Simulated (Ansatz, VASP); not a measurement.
Two plane-wave programs on Ta4N

```
CELL_PARAMETERS angstrom
4.29087 0.00000 0.00000
0.00000 4.29087 0.00000
0.00000 0.00000 4.29087
ATOMIC_POSITIONS crystal
Ta 0.50000 0.00000 0.00000
Ta 0.00000 0.50000 0.00000
Ta 0.00000 0.00000 0.50000
Ta 0.50000 0.50000 0.50000
N 0.00000 0.00000 0.00000
```

Change from the starting cell: species swapped into the Co4N type (Pm-3m, No. 221).

Alike in both runs: functional PBE; k mesh 10 × 10 × 10; occupations gaussian, width 0.1 eV; no spin polarisation.

Ansatz relaxed the structure, and its values are those at the end. VASP's run is a single point on that final structure, the one shown.

|  | VASP | Ansatz |
| --- | --- | --- |
| version | VASP 6.6.1 | Ansatz 0.2.0 |
| potentials or method | VASP PAW PBE potentials, release 64 (Ta_pv, N), cutoff 520 eV | scalar-relativistic, plane waves, PAW |
| valence electrons in the cell | 49 | 57 |

VASP gave:

| Property | Result |
| --- | --- |
| gap on the k mesh at the Fermi level (eV) | none |
| pressure (GPa) | 0.2 |

Q: What did Ansatz give for the same quantities?

A: gap on the k mesh at the Fermi level (eV): none; pressure (GPa): 0.0.

A gap of «none» marks a metal or a gap that the smearing closes. The functional is the same, so the differences come from potentials, cutoffs and numerics. VASP's potentials hold 49 valence electrons a cell and Ansatz's 57, so a difference there can come from the potentials and not from the codes.

Spin-orbit coupling is off throughout.
